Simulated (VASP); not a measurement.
A run of VASP 6.6.1:

File INCAR:

```
SYSTEM = TaN
PREC = Accurate ; ENCUT = 520
EDIFF = 1E-8 ; ISMEAR = -1
SIGMA = 0.15 ; LREAL = .False.
LASPH = .True. ; NELM = 80
ALGO = Normal ; ISIF = 2
LWAVE = .False. ; LCHARG = .False.
GGA = PS ; NBANDS = 15
IBRION = 8 ; NSW = 1
```

The input KPOINTS:

```
regular mesh
0
Gamma
  18 18 14
  0 0 0
```

POSCAR

```
TaN
1.0
    2.9130891655      0.0000000000      0.0000000000
   -1.4565445828      2.5228092208      0.0000000000
    0.0000000000      0.0000000000      2.8611666242
Ta N
1 1
Direct
    0.3333333333      0.6666666667      0.5000000000
    0.0000000000      0.0000000000      0.0000000000
```

Potentials or basis: VASP PAW PBE potentials, release 64 (Ta_pv, N).

Command:

```sh
$ cat potpaw_PBE.64/Ta_pv/POTCAR potpaw_PBE.64/N/POTCAR > POTCAR
$ mpirun -np 1 vasp_std > vasp.out
```

Hardware: 1 thread of Intel(R) Xeon(R) 6975P-C (Granite Rapids) (shared host).

Estimate the wall time of this run.

Run time: 9.9 min on 1 thread of Intel(R) Xeon(R) 6975P-C (Granite Rapids), with other jobs on the host, peak memory 0.89 GiB. Counts: scf iterations 75, k points 296.
